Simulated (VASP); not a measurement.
# S (Fm-3m) in VASP: single point with PBEsol

Aim: the single point of S with PBEsol.

All numbers are computed with VASP 6.6.1; they aren't measurements. Logs are shortened: lines on timing, memory, paths and dates and some standing lists are left out, and cuts for length are marked.

## Step 1: The cell of the first run

It takes space group Fm-3m (No. 225, cubic). Conventional cell: a = 3.989 Å, b = 3.989 Å, c = 3.989 Å, α = 90.00°, β = 90.00°, γ = 90.00°. S (site symmetry m-3m) has 12 S at 2.82 Å within 3.7 Å.

This isn't the form of S at room conditions, which is orthorhombic, of S8 rings.

## Step 2: Single point, PBEsol

Contents of INCAR:

```
  PREC = Accurate
  ENCUT = 500
  EDIFF = 1E-6
  ISMEAR = 0
  SIGMA = 0.1
  LREAL = False
  LASPH = True
  NELM = 120
  ALGO = Normal
  ISIF = 2
  LWAVE = False
  LCHARG = False
  GGA = PS
  NBANDS = 9
  GGA_COMPAT = False
```

Contents of KPOINTS:

```
regular mesh
0
Gamma
  8 8 8
```

Contents of POSCAR:

```
S
1.0
    0.0000000000      1.9943503440      1.9943503440
    1.9943503440      0.0000000000      1.9943503440
    1.9943503440      1.9943503440      0.0000000000
S
1
Direct
    0.0000000000      0.0000000000      0.0000000000
```

Potentials or basis: VASP PAW PBE potentials, release 64 (S).

Started as:

```
$ cat potpaw_PBE.64/S/POTCAR > POTCAR
$ mpirun -np 1 vasp_std > vasp.out
```

OUTCAR:

```text
PREC = Accurate
   ENCUT = 500
   EDIFF = 1E-6
   ISMEAR = 0
   LREAL = False
   LASPH = True
   NELM = 120
   ISIF = 2
   GGA = PS

 ion  position               nearest neighbor table
   1  0.000  0.000  0.000-

  LATTYP: Found a face centered cubic cell.
 ALAT       =     3.9887006880

  Lattice vectors:

 A1 = (   0.0000000000,   1.9943503440,   1.9943503440)
 A2 = (   1.9943503440,   0.0000000000,   1.9943503440)
 A3 = (   1.9943503440,   1.9943503440,   0.0000000000)

Analysis of symmetry for initial positions (statically):
=====================================================================
 Subroutine PRICEL returns:
 Original cell was already a primitive cell.

 Routine SETGRP: Setting up the symmetry group for a
 face centered cubic supercell.

 Subroutine GETGRP returns: Found 48 space group operations
 (whereof 48 operations were pure point group operations)
 out of a pool of 48 trial point group operations.

The static configuration has the point symmetry O_h .

Analysis of symmetry for dynamics (positions and initial velocities):
=====================================================================
 Subroutine PRICEL returns:
 Original cell was already a primitive cell.

 Routine SETGRP: Setting up the symmetry group for a
 face centered cubic supercell.

 Subroutine GETGRP returns: Found 48 space group operations
 (whereof 48 operations were pure point group operations)
 out of a pool of 48 trial point group operations.

The dynamic configuration has the point symmetry O_h .

 Subroutine INISYM returns: Found 48 space group operations
 (whereof 48 operations are pure point group operations),
 and found     1 'primitive' translations

----------------------------------------------------------------------------------------

                                     Primitive cell

  volume of cell :      15.8648

  direct lattice vectors                    reciprocal lattice vectors
     0.000000000  1.994350344  1.994350344    -0.250708208  0.250708208  0.250708208
     1.994350344  0.000000000  1.994350344     0.250708208 -0.250708208  0.250708208
     1.994350344  1.994350344  0.000000000     0.250708208  0.250708208 -0.250708208

  length of vectors
     2.820437305  2.820437305  2.820437305     0.434239353  0.434239353  0.434239353

  position of ions in fractional coordinates (direct lattice)
     0.000000000  0.000000000  0.000000000

  ion indices of the primitive-cell ions
[... 71 lines left out ...]
   LASPH  =      T    aspherical Exc in radial PAW
   ENCUT  =  500.0 eV  36.75 Ry    6.06 a.u.   5.14  5.14  5.14*2*pi/ulx,y,z
   NELM   =    120;   NELMIN=  2; NELMDL= -5     # of ELM steps
   EDIFF  = 0.1E-05   stopping-criterion for ELM
   LREAL  =      F    real-space projection
[... 7 lines left out ...]
   TEBEG  =    0.0;   TEEND  =   0.0 temperature during run
   PSTRESS=    0.0 pullay stress
   NELECT =       6.0000    total number of electrons
   NUPDOWN=      -1.0000    fix difference up-down
   EMIN   =  10.00;   EMAX   =-10.00  energy-range for DOS
   EFERMI =   0.00;   METHOD = LEGACY
   ISMEAR =     0;   SIGMA  =   0.10  broadening in eV -4-tet -1-fermi 0-gaus
   EFERMI_NEDOS =   21; number of points for ismear=-14 and -15
   IALGO  =     38    algorithm
   IMIX   =      4    mixing-type and parameters
     AMIX     =   0.40;   BMIX     =  1.00
     AMIX_MAG =   1.60;   BMIX_MAG =  1.00
  volume/ion in A,a.u.               =      15.86       107.06
  Fermi-wavevector in a.u.,A,eV,Ry     =   1.183897  2.237240 19.070080  1.401611
  Thomas-Fermi vector in A             =   2.320122
   LORBIT       =      0    0 simple, 1 ext, 2 COOP (PROOUT), +10 PAW based schemes
   GGA     = PS    functional components
   LHFCALC =     F    Hartree Fock is set to
   AEXX    =    0.0000 exact exchange contribution
   IVDW    =     0    specifies the selected vdW correction
   LEPSILON=     F    determine dielectric tensor
   LRPA    =     F    only Hartree local field effects (RPA)
 non-spin polarized calculation
 Gauss-broadening in eV      SIGMA  =   0.10
  energy-cutoff  :      500.00
  volume of cell :       15.86
 maximum number of plane-waves:       415
 NGX is ok and might be reduce to    24
   NGX = 11   NGY = 11   NGZ = 11

 number of electron       5.9999999 magnetization

 Free energy of the ion-electron system (eV)
  ---------------------------------------------------
  ext. energy  EPLUGINS =         0.00000000
  ---------------------------------------------------
  free energy    TOTEN  =        -3.32641425 eV

  energy without entropy =       -3.32247341  energy(sigma->0) =       -3.32444383

 E-fermi :   7.5017     XC(G=0): -11.3021

 val. band max:        7.3978560339   @ k =  -0.3750   0.1250   0.0000
 cond. band min:       7.5611540929   @ k =  -0.2500   0.1250   0.0000
 fundamental gap:      0.1632980591
 Fermi energy:         7.5017362833

 k-point     1 :       0.0000    0.0000    0.0000
  band No.  band energies     occupation
      1      -9.3379      2.00000
      2      10.5836      0.00000
      3      10.5836      0.00000
      4      10.5836      0.00000
      5      19.4784      0.00000
      6      19.4784      0.00000
      7      19.4784      0.00000
      8      21.5530      0.00000
      9      24.8678      0.00000
[... 265 lines left out ...]
 k-point    24 :      -0.3750    0.2500    0.1250
  band No.  band energies     occupation
      1      -4.4510      2.00000
      2       0.8701      2.00000
      3       5.6626      2.00000
      4       7.6668      0.01960
      5      16.8582      0.00000
      6      18.6572      0.00000
      7      22.4415      0.00000
      8      23.8356      0.00000
      9      27.8061      0.00000

 [... further k-points ...]

------------------------ aborting loop because EDIFF is reached ----------------------------------------

  FORCE on cell =-STRESS in cart. coord.  units (eV):
  Direction    XX          YY          ZZ          XY          YZ          ZX
  --------------------------------------------------------------------------------------
  -------------------------------------------------------------------------------------
  Total       -0.4824559     -0.4824559     -0.4824559     -0.0000000      0.0000000     -0.0000000
  in kB      -48.7229810    -48.7229810    -48.7229810     -0.0000000      0.0000000     -0.0000000
  external PRESSURE =     -48.7229810 kB  Pullay stress =       0.0000000 kB

 VOLUME and BASIS-vectors are now :
 -----------------------------------------------------------------------------
  energy-cutoff  :      500.00
  volume of cell :       15.86
      direct lattice vectors                 reciprocal lattice vectors
     0.000000000  1.994350344  1.994350344    -0.250708208  0.250708208  0.250708208
     1.994350344  0.000000000  1.994350344     0.250708208 -0.250708208  0.250708208
     1.994350344  1.994350344  0.000000000     0.250708208  0.250708208 -0.250708208

 POSITION                                       TOTAL-FORCE (eV/Angst)
 -----------------------------------------------------------------------------------
      0.00000      0.00000      0.00000         0.000000      0.000000      0.000000
 -----------------------------------------------------------------------------------
    total drift:                                0.000000     -0.000000     -0.000000

  FREE ENERGIE OF THE ION-ELECTRON SYSTEM (eV)
  ---------------------------------------------------
  free  energy   TOTEN  =        -3.3264142499 eV

  energy  without entropy=       -3.3224734091  energy(sigma->0) =       -3.32444383
```

OSZICAR:

```text
N       E                     dE             d eps       ncg     rms          rms(c)
DAV:   1     0.685414450930E+01    0.68541E+01   -0.30163E+03   538   0.560E+02
DAV:   2    -0.310479382543E+01   -0.99589E+01   -0.95701E+01   763   0.750E+01
DAV:   3    -0.333394189743E+01   -0.22915E+00   -0.22358E+00   629   0.973E+00
DAV:   4    -0.333463202895E+01   -0.69013E-03   -0.69003E-03   728   0.584E-01
DAV:   5    -0.333463252456E+01   -0.49561E-06   -0.49661E-06   618   0.164E-02    0.792E+00
DAV:   6    -0.332802647927E+01    0.66060E-02   -0.78403E-03   571   0.456E-01    0.474E+00
DAV:   7    -0.332656283939E+01    0.14636E-02   -0.11354E-02   555   0.560E-01    0.195E-01
DAV:   8    -0.332641389214E+01    0.14895E-03   -0.58732E-04   572   0.127E-01    0.224E-02
DAV:   9    -0.332641424985E+01   -0.35771E-06   -0.37900E-06   620   0.159E-02
   1 F= -.33264142E+01 E0= -.33244438E+01  d E =-.394084E-02
```

Wall time 1.6 s (1 thread of Intel Xeon 6975P-C (Granite Rapids), shared host); peak memory 0.12 GiB.

Results:

```
Free energy            : -3.3264 eV
Pressure               : -4.9 GPa
Band gap on the k mesh : zero (bands 3 and 4 overlap by 5.77 eV)
```

Levels at points of the mesh, in eV from the Fermi level:
```tsv
k point	band 1	band 2	band 3	band 4	band 5	band 6
(0.00, 0.00, 0.00)	-16.84	3.08	3.08	3.08	11.98	11.98
(0.50, 0.00, 0.00)	-12.71	-7.58	1.78	1.78	9.25	11.18
(0.50, 0.50, 0.00)	-11.06	-6.58	-0.96	-0.96	5.14	5.70
```

Caveat: the cell stands under tension; the PAW data sets were made with another functional, which shifts forces and pressure a little.

The gap in the log of VASP goes by the Fermi energy; the results here count the filled bands.